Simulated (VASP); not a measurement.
Wanted: the native input for a VASP 6.6.1 run.

```
Task                   : relaxation of cell and atoms
Functional             : PBEsol
Potentials or basis    : VASP PAW PBE potentials, release 64 (Cs_sv, Br)
Cutoff                 : 500 eV
k mesh                 : 6 × 6 × 6
Occupations            : gaussian, width 0.01 eV
Spin                   : no spin polarisation
Target pressure        : 15 GPa
Dipole correction      : no
Further INCAR settings : ALGO = Normal; EDIFF = 1e-07; IBRION = 2; EDIFFG = -0.002; NSW = 100; ISIF = 3
```

The structure of CsBr lies in POSCAR:

```
CsBr
1.0
    4.2401757303      0.0000000000      0.0000000000
    0.0000000000      4.2401757303      0.0000000000
    0.0000000000      0.0000000000      4.2401757303
Cs Br
1 1
Direct
    0.0000000000      0.0000000000      0.0000000000
    0.5000000000      0.5000000000      0.5000000000
```

These files were run (other wordings do the same):

INCAR

```
SYSTEM = CsBr
PREC     = Accurate       ! precision mode
ENCUT    = 500            ! plane-wave cutoff, eV
EDIFF    = 1E-7           ! SCF threshold, eV
ISMEAR   = 0              ! smearing method
SIGMA    = 0.01           ! smearing width, eV
LREAL    = .False.        ! projectors in reciprocal space
LASPH    = .True.         ! aspherical terms in the spheres
NELM     = 120            ! most SCF steps
ALGO     = Normal         ! electronic algorithm
ISIF     = 3              ! what is computed and relaxed
LWAVE    = .False.        ! write WAVECAR
LCHARG   = .False.        ! write CHGCAR
GGA      = PS             ! functional
IBRION   = 2              ! ionic algorithm
NSW      = 100            ! ionic steps
EDIFFG   = -0.002         ! ionic threshold
PSTRESS  = 150.0        
GGA_COMPAT= .False.      
NELMIN   = 4
```

KPOINTS

```
regular mesh
0
Gamma
  6 6 6
  0 0 0
```

Potentials or basis: VASP PAW PBE potentials, release 64 (Cs_sv, Br).

Run with:

```sh
$ cat potpaw_PBE.64/Cs_sv/POTCAR potpaw_PBE.64/Br/POTCAR > POTCAR
$ mpirun -np 1 vasp_std > vasp.out
```

Results of the run:

```yaml
Relaxed_volume: 26.63 Å³/atom
Relaxed_cell: a = 3.762 Å, b = 3.762 Å, c = 3.762 Å, α = 90.00°, β = 90.00°, γ = 90.00°
Space_group_after_relaxing_to_0.05_Å: Pm-3m (No. 221)
Energy_change_on_relaxing_the_enthalpy_is_what_falls: +376.9 meV/atom
Ionic_steps: 7
Pressure_after_relaxing: 15.0 GPa
Band_gap_on_the_k_mesh: 3.65 eV, direct
```

Caveat: the cell is relaxed towards a set pressure, so the enthalpy falls and the energy may rise; the volume moved by over 15 % at a fixed basis, so the end points are rough; the PAW data sets were made with another functional, which shifts forces and pressure a little; spin-orbit coupling is left out, which moves the levels of the heavy elements.

It took 41 s on 1 thread of AMD EPYC 9R45 96-Core Processor (Zen 5), on a shared host, peak memory 0.16 GiB.
